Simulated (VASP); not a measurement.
Runs of VASP 6.6.1 on In. The structure is tetragonal, space group I4/mmm (No. 139). Conventional cell: a = 3.251 Å, b = 3.251 Å, c = 4.947 Å, α = 90.00°, β = 90.00°, γ = 90.00°. In (site symmetry 4/mmm) has 12 In at 3.25 to 3.38 Å within 4.3 Å. 

| k mesh | gap on the mesh (eV) | pressure (GPa) |
| --- | --- | --- |
| 12 × 12 × 12 | none | -2.5 |
| 6 × 6 × 6 | none | -3.1 |
| 3 × 3 × 3 | none | (a) |
| 8 × 8 × 8 | none | -2.6 |
| 10 × 10 × 10 | none | -2.6 |

Alike in all rows: task single point; level LDA; potentials or basis VASP PAW LDA potentials, release 64 (In_d); no spin polarisation; cell as given; cutoff (eV) 520; smearing fermi-dirac 0.1 eV.

Q: Estimate the missing entries.

A: (a) -2.0.

Caveats: some runs use coarse meshes; spin-orbit coupling is left out, which moves the levels of the heavy elements.

A k mesh can miss the band edges, and the runs leave out spin-orbit coupling on In.

A gap of «none» marks levels without a gap at the run's occupations.
